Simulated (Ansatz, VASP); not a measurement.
## Ag in VASP and in Ansatz

The input POSCAR:

```
Ag
1.0
    0.0000000000     -3.2685352936      3.2685352936
    3.2685352936     -3.2685352936      0.0000000000
    3.2685352936      0.0000000000      3.2685352936
Ag
4
Direct
    0.0000000000      0.0000000000      0.0000000000
    0.2500000000      0.2500000000      0.2500000000
    0.5000000000      0.5000000000      0.5000000000
    0.7500000000      0.7500000000      0.7500000000
```

The input INCAR.step1:

```
SYSTEM = Ag
ALGO = Normal
EDIFF = 1E-4
ENCUT = 520
GGA = PE
ISMEAR = 0
LASPH = .True.
LCHARG = .False.
LREAL = .False.
LWAVE = .True.
NBANDS = 30
NELM = 100
PREC = Accurate
SIGMA = 0.15
```

Contents of INCAR.step2:

```
SYSTEM = Ag
ALGO = Normal
EDIFF = 1E-7
ENCUT = 520
ISIF = 2
ISMEAR = 0
ISTART = 1
LASPH = .True.
LCHARG = .False.
LMIXTAU = .True.
LREAL = .False.
LWAVE = .False.
METAGGA = R2SCAN
NBANDS = 30
NELM = 100
PREC = Accurate
SIGMA = 0.15
```

KPOINTS

```
k-points
0
Gamma
  10 10 10
  0 0 0
```

Input for Ansatz:

```yaml
crystal:
  lattice:
    - [0.0, -3.2685352936, 3.2685352936]
    - [3.2685352936, -3.2685352936, 0.0]
    - [3.2685352936, 0.0, 3.2685352936]
  atoms:
    - { symbol: Ag, position: [0.0, 0.0, 0.0] }
    - { symbol: Ag, position: [0.25, 0.25, 0.25] }
    - { symbol: Ag, position: [0.5, 0.5, 0.5] }
    - { symbol: Ag, position: [0.75, 0.75, 0.75] }
basis:
  ecutwfc: 500
kpoints:
  mp_grid: { grid: [10, 10, 10] }
hamiltonian:
  xc: r2scan
scf:
  occupations: { method: gaussian, width: 0.15 }
output:
  forces: true
  stress: true
  eigenvalues: true
  write_density: true
  write_potential: true
  elf: true
  volumetric_format: npy
```

Alike in both runs: task single point; functional r2SCAN; k mesh 10 × 10 × 10; occupations gaussian, width 0.15 eV; no spin polarisation.

|  | VASP | Ansatz |
| --- | --- | --- |
| version | VASP 6.6.1 | Ansatz 0.2.0 |
| potentials or method | VASP PAW PBE potentials, release 64 (Ag), cutoff 520 eV | scalar-relativistic, plane waves, PAW |
| valence electrons in the cell | 44 | 76 |

```tsv
	VASP	Ansatz	Ansatz less VASP
gap on the k mesh at the Fermi level (eV)	none	none	-
pressure (GPa)	-0.1	-0.3	-0.13
```

VASP's potentials were made for PBE, not for r2SCAN. A gap of «none» marks a metal or a gap that the smearing closes. The functional is the same, so the differences come from potentials, cutoffs and numerics. VASP's potentials hold 44 valence electrons a cell and Ansatz's 76, so a difference there can come from the potentials and not from the codes.
